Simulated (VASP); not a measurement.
# LuNb6H (Pm-3m) in VASP: single point with PBE

Aim: the single point of LuNb6H with PBE.

Program: VASP 6.6.1. These are calculated values, not measurements. Logs are shortened: lines on timing, memory, paths and dates and some standing lists are left out, and cuts for length are marked.

## Step 1: The cell of the first run

It takes space group Pm-3m (No. 221, cubic). Conventional cell: a = 5.363 Å, b = 5.363 Å, c = 5.363 Å, α = 90.00°, β = 90.00°, γ = 90.00°. Lu (site symmetry m-3m) has 6 Nb at 2.68 Å within 3.5 Å. Nb (site symmetry 4/mmm) has 2 Lu at 2.68 Å and 4 Nb at 2.68 Å within 3.5 Å. Nb (site symmetry 4/mmm) has 4 Nb at 2.68 Å and 2 H at 2.68 Å within 3.5 Å. Within 3.5 Å of H (site symmetry m-3m) lie 6 Nb at 2.68 Å.

## Step 2: Single point, PBE

Input file POSCAR:

```
LuNb6H
1.0
    5.3628306233      0.0000000000      0.0000000000
    0.0000000000      5.3628306233      0.0000000000
    0.0000000000      0.0000000000      5.3628306233
Lu Nb H
1 6 1
Direct
    0.5000000000      0.5000000000      0.5000000000
    0.0000000000      0.5000000000      0.5000000000
    0.5000000000      0.0000000000      0.5000000000
    0.5000000000      0.5000000000      0.0000000000
    0.5000000000      0.0000000000      0.0000000000
    0.0000000000      0.5000000000      0.0000000000
    0.0000000000      0.0000000000      0.5000000000
    0.0000000000      0.0000000000      0.0000000000
```

Input file INCAR.step1:

```
ALGO = Normal
EDIFF = 1E-6
ENCUT = 520
GGA = PE
ISIF = 2
ISMEAR = 0
LASPH = T
LCHARG = T
LMAXMIX = 4
LREAL = F
LWAVE = F
NBANDS = 62
NELM = 80
PREC = Accurate
SIGMA = 0.1
```

Input file KPOINTS.step1:

```
k-points
0
Gamma
  8 8 8
```

Input file INCAR.step2:

```
ALGO = Normal
EDIFF = 1E-6
ENCUT = 520
GGA = PE
ICHARG = 11
ISIF = 2
ISMEAR = -5
LASPH = T
LCHARG = F
LMAXMIX = 4
LORBIT = 10
LREAL = F
LWAVE = F
NEDOS = 2001
NELM = 80
PREC = Accurate
SIGMA = 0.1
```

Input file KPOINTS.step2:

```
k-points
0
Gamma
  12 12 12
```

Potentials or basis: VASP PAW PBE potentials, release 64 (Lu, Nb_sv, H).

Launch:

```console
cat potpaw_PBE.64/Lu/POTCAR potpaw_PBE.64/Nb_sv/POTCAR potpaw_PBE.64/H/POTCAR > POTCAR
cp INCAR.step1 INCAR
cp KPOINTS.step1 KPOINTS
mpirun -np 1 vasp_std > vasp.out
cp INCAR.step2 INCAR
cp KPOINTS.step2 KPOINTS
mpirun -np 1 vasp_std > vasp.out
```

OUTCAR:

```text
EDIFF = 1E-6
   ENCUT = 520
   GGA = PE
   ICHARG = 11
   ISIF = 2
   ISMEAR = -5
   LASPH = T
   LORBIT = 10
   LREAL = F
   NELM = 80
   PREC = Accurate

 ion  position               nearest neighbor table
   1  0.500  0.500  0.500-   2 2.68   3 2.68   4 2.68   4 2.68   3 2.68   2 2.68
   2  0.000  0.500  0.500-   1 2.68   6 2.68   7 2.68   6 2.68   7 2.68   1 2.68
   3  0.500  0.000  0.500-   1 2.68   5 2.68   7 2.68   5 2.68   1 2.68   7 2.68
   4  0.500  0.500  0.000-   1 2.68   5 2.68   6 2.68   1 2.68   5 2.68   6 2.68
   5  0.500  0.000  0.000-   3 2.68   4 2.68   3 2.68   4 2.68
   6  0.000  0.500  0.000-   2 2.68   4 2.68   2 2.68   4 2.68
   7  0.000  0.000  0.500-   2 2.68   3 2.68   2 2.68   3 2.68
   8  0.000  0.000  0.000-

  LATTYP: Found a simple cubic cell.
 ALAT       =     5.3628306233

  Lattice vectors:

 A1 = (   5.3628306233,   0.0000000000,   0.0000000000)
 A2 = (   0.0000000000,   5.3628306233,   0.0000000000)
 A3 = (   0.0000000000,   0.0000000000,   5.3628306233)

Analysis of symmetry for initial positions (statically):
=====================================================================
 Subroutine PRICEL returns:
 Original cell was already a primitive cell.

 Routine SETGRP: Setting up the symmetry group for a
 simple cubic supercell.

 Subroutine GETGRP returns: Found 48 space group operations
 (whereof 48 operations were pure point group operations)
 out of a pool of 48 trial point group operations.

The static configuration has the point symmetry O_h .

Analysis of symmetry for dynamics (positions and initial velocities):
=====================================================================
 Subroutine PRICEL returns:
 Original cell was already a primitive cell.

 Routine SETGRP: Setting up the symmetry group for a
 simple cubic supercell.

 Subroutine GETGRP returns: Found 48 space group operations
 (whereof 48 operations were pure point group operations)
 out of a pool of 48 trial point group operations.

The dynamic configuration has the point symmetry O_h .

 Subroutine INISYM returns: Found 48 space group operations
 (whereof 48 operations are pure point group operations),
 and found     1 'primitive' translations

----------------------------------------------------------------------------------------

                                     Primitive cell

  volume of cell :     154.2348

  direct lattice vectors                    reciprocal lattice vectors
     5.362830623  0.000000000  0.000000000     0.186468690  0.000000000  0.000000000
     0.000000000  5.362830623  0.000000000     0.000000000  0.186468690  0.000000000
     0.000000000  0.000000000  5.362830623     0.000000000  0.000000000  0.186468690

  length of vectors
     5.362830623  5.362830623  5.362830623     0.186468690  0.186468690  0.186468690

  position of ions in fractional coordinates (direct lattice)
     0.500000000  0.500000000  0.500000000
     0.000000000  0.500000000  0.500000000
     0.500000000  0.000000000  0.500000000
     0.500000000  0.500000000  0.000000000
     0.500000000  0.000000000  0.000000000
     0.000000000  0.500000000  0.000000000
     0.000000000  0.000000000  0.500000000
     0.000000000  0.000000000  0.000000000

  ion indices of the primitive-cell ions
   primitive index   ion index
                 1           1
                 2           2
                 3           3
                 4           4
                 5           5
                 6           6
                 7           7
                 8           8

----------------------------------------------------------------------------------------

 KPOINTS: k-points

Automatic generation of k-mesh.
 Grid dimensions read from file:
 generate k-points for:   12   12   12

 Generating k-lattice:

  Cartesian coordinates                     Fractional coordinates (reciprocal lattice)
     0.015539057  0.000000000  0.000000000     0.083333333  0.000000000  0.000000000
     0.000000000  0.015539057  0.000000000     0.000000000  0.083333333  0.000000000
     0.000000000  0.000000000  0.015539057     0.000000000  0.000000000  0.083333333

  Length of vectors
     0.015539057  0.015539057  0.015539057

  Shift w.r.t. Gamma in fractional coordinates (k-lattice)
     0.000000000  0.000000000  0.000000000

 TETIRR: Found    854 inequivalent tetrahedra from    10368

 Subroutine IBZKPT returns following result:
 ===========================================

 Found     84 irreducible k-points:

 Following reciprocal coordinates:
            Coordinates               Weight
  0.000000  0.000000  0.000000      1.000000
  0.083333  0.000000  0.000000      6.000000
  0.166667  0.000000  0.000000      6.000000
  0.250000  0.000000  0.000000      6.000000
  0.333333  0.000000  0.000000      6.000000
  0.416667  0.000000  0.000000      6.000000
[... 16 lines left out ...]
  0.333333  0.333333  0.000000     12.000000
  0.416667  0.333333  0.000000     24.000000
 [... further k-points ...]
   k-points           NKPTS =     84   k-points in BZ     NKDIM =     84   number of bands    NBANDS=     62
   number of dos      NEDOS =   2001   number of ions     NIONS =      8
   total plane-waves  NPLWV =  64000
   dimension x,y,z NGX =    40 NGY =   40 NGZ =   40
   dimension x,y,z NGXF=    80 NGYF=   80 NGZF=   80
   ions per type =               1   6   1
   NGX,Y,Z   is equivalent  to a cutoff of  12.40, 12.40, 12.40 a.u.
   NGXF,Y,Z  is equivalent  to a cutoff of  24.80, 24.80, 24.80 a.u.
 SYSTEM =  unknown system
   PREC   = accura    normal or accurate (medium, high low for compatibility)
   ISTART =      0    job   : 0-new  1-cont  2-samecut
   ICHARG =     11    charge: 1-file 2-atom 10-const
   ISPIN  =      1    spin polarized calculation?
   LNONCOLLINEAR =      F non collinear calculations
   LSORBIT =      F    spin-orbit coupling
   LASPH  =      T    aspherical Exc in radial PAW
   ENCUT  =  520.0 eV  38.22 Ry    6.18 a.u.   9.97  9.97  9.97*2*pi/ulx,y,z
   NELM   =     80;   NELMIN=  2; NELMDL=  0     # of ELM steps
   EDIFF  = 0.1E-05   stopping-criterion for ELM
   LREAL  =      F    real-space projection
   EDIFFG = 0.1E-04   stopping-criterion for IOM
   NSW    =      0    number of steps for IOM
   IBRION =     -1    ionic relax: 0-MD 1-quasi-New 2-CG
   NFREE  =      0    steps in history (QN), initial steepest desc. (CG)
   ISIF   =      2    stress and relaxation
   ISYM   =      2    0-nonsym 1-usesym 2-fastsym
   POTIM  = 0.5000    time-step for ionic-motion
   TEBEG  =    0.0;   TEEND  =   0.0 temperature during run
   PSTRESS=    0.0 pullay stress
   NELECT =     104.0000    total number of electrons
   NUPDOWN=      -1.0000    fix difference up-down
   EMIN   =  10.00;   EMAX   =-10.00  energy-range for DOS
   EFERMI =   0.00;   METHOD = LEGACY
   ISMEAR =    -5;   SIGMA  =   0.10  broadening in eV -4-tet -1-fermi 0-gaus
   EFERMI_NEDOS =   21; number of points for ismear=-14 and -15
   IALGO  =     38    algorithm
   IMIX   =      4    mixing-type and parameters
     AMIX     =   0.40;   BMIX     =  1.00
     AMIX_MAG =   1.60;   BMIX_MAG =  1.00
  volume/ion in A,a.u.               =      19.28       130.10
  Fermi-wavevector in a.u.,A,eV,Ry     =   1.435573  2.712839 28.039825  2.060869
  Thomas-Fermi vector in A             =   2.554856
   LORBIT       =     10    0 simple, 1 ext, 2 COOP (PROOUT), +10 PAW based schemes
   GGA     = PE    functional components
   LHFCALC =     F    Hartree Fock is set to
   AEXX    =    0.0000 exact exchange contribution
   IVDW    =     0    specifies the selected vdW correction
   LEPSILON=     F    determine dielectric tensor
   LRPA    =     F    only Hartree local field effects (RPA)
 non-spin polarized calculation
 Fermi weights with tetrahedron method with Bloechl corrections
  energy-cutoff  :      520.00
  volume of cell :      154.23
 maximum number of plane-waves:      4224
 NGX is ok and might be reduce to    40

 number of electron     104.0000006 magnetization

 Free energy of the ion-electron system (eV)
  ---------------------------------------------------
  ext. energy  EPLUGINS =         0.00000000
  ---------------------------------------------------
  free energy    TOTEN  =       -59.85229293 eV

  energy without entropy =      -59.85229293  energy(sigma->0) =      -59.85229293

 E-fermi :   8.0853     XC(G=0): -11.4859

 val. band max:        8.1824396291   @ k =   0.5000   0.5000   0.0833
 cond. band min:       8.0748684701   @ k =   0.3333   0.1667   0.1667
 fundamental gap:     -0.1075711590
 Fermi energy:         8.0852588605

 k-point     1 :       0.0000    0.0000    0.0000
  band No.  band energies     occupation
      1     -47.0530      2.00000
      2     -46.9027      2.00000
      3     -46.8744      2.00000
      4     -46.8744      2.00000
      5     -46.2424      2.00000
      6     -46.2424      2.00000
[... 54 lines left out ...]
     61      10.7670      0.00000
     62      10.8129      0.00000

 k-point     2 :       0.0833    0.0000    0.0000
  band No.  band energies     occupation
      1     -47.0514      2.00000
      2     -46.9023      2.00000
      3     -46.8749      2.00000
      4     -46.8733      2.00000
      5     -46.2436      2.00000
      6     -46.2422      2.00000
[... 1419 lines left out ...]
     61       9.8673      0.00000
     62      10.6551      0.00000

 k-point    24 :       0.4167    0.3333    0.0000
  band No.  band energies     occupation
      1     -47.0145      2.00000
      2     -46.8852      2.00000
      3     -46.8782      2.00000
      4     -46.8608      2.00000
      5     -46.2583      2.00000
      6     -46.2443      2.00000
[... 54 lines left out ...]
     61       9.6659      0.00000
     62      10.5034      0.00000

 [... further k-points ...]

------------------------ aborting loop because EDIFF is reached ----------------------------------------

  FORCE on cell =-STRESS in cart. coord.  units (eV):
  Direction    XX          YY          ZZ          XY          YZ          ZX
  --------------------------------------------------------------------------------------
  -------------------------------------------------------------------------------------
  Total        0.2316614      0.2316614      0.2316614      0.0000000     -0.0000000      0.0000000
  in kB        2.4064789      2.4064789      2.4064789      0.0000000     -0.0000000      0.0000000
  external PRESSURE =       2.4064789 kB  Pullay stress =       0.0000000 kB

 VOLUME and BASIS-vectors are now :
 -----------------------------------------------------------------------------
  energy-cutoff  :      520.00
  volume of cell :      154.23
      direct lattice vectors                 reciprocal lattice vectors
     5.362830623  0.000000000  0.000000000     0.186468690  0.000000000  0.000000000
     0.000000000  5.362830623  0.000000000     0.000000000  0.186468690  0.000000000
     0.000000000  0.000000000  5.362830623     0.000000000  0.000000000  0.186468690

 POSITION                                       TOTAL-FORCE (eV/Angst)
 -----------------------------------------------------------------------------------
      2.68142      2.68142      2.68142         0.000000      0.000000      0.000000
      0.00000      2.68142      2.68142         0.000000      0.000000      0.000000
      2.68142      0.00000      2.68142         0.000000      0.000000      0.000000
      2.68142      2.68142      0.00000         0.000000      0.000000      0.000000
      2.68142      0.00000      0.00000         0.000000      0.000000      0.000000
      0.00000      2.68142      0.00000         0.000000      0.000000      0.000000
      0.00000      0.00000      2.68142         0.000000      0.000000      0.000000
      0.00000      0.00000      0.00000         0.000000      0.000000      0.000000
 -----------------------------------------------------------------------------------
    total drift:                                0.000000      0.000000     -0.000000

  FREE ENERGIE OF THE ION-ELECTRON SYSTEM (eV)
  ---------------------------------------------------
  free  energy   TOTEN  =       -59.8522929291 eV

  energy  without entropy=      -59.8522929291  energy(sigma->0) =      -59.85229293

 total charge

# of ion       s       p       d       f       tot
--------------------------------------------------
    1        2.421   6.071   1.441  13.977  23.910
    2        2.238   5.957   2.724   0.000  10.918
    3        2.238   5.957   2.724   0.000  10.918
    4        2.238   5.957   2.724   0.000  10.918
    5        2.194   5.944   2.559   0.000  10.697
    6        2.194   5.944   2.559   0.000  10.697
    7        2.194   5.944   2.559   0.000  10.697
    8        0.416   0.006   0.000   0.000   0.423
--------------------------------------------------
tot         16.134  41.779  17.289  13.977  89.178
```

It took 8.5 min on 1 thread of Intel Xeon 6975P-C (Granite Rapids), shared host; peak memory 0.72 GiB.

What came out:

- Valence electrons inside the program's atomic spheres: Lu 23.91; Nb 10.92, 10.70 (each value once); H 0.42

Caveat: spin-orbit coupling is left out, which moves the levels of the heavy elements; tetrahedron occupations give inexact forces and stress in metals.
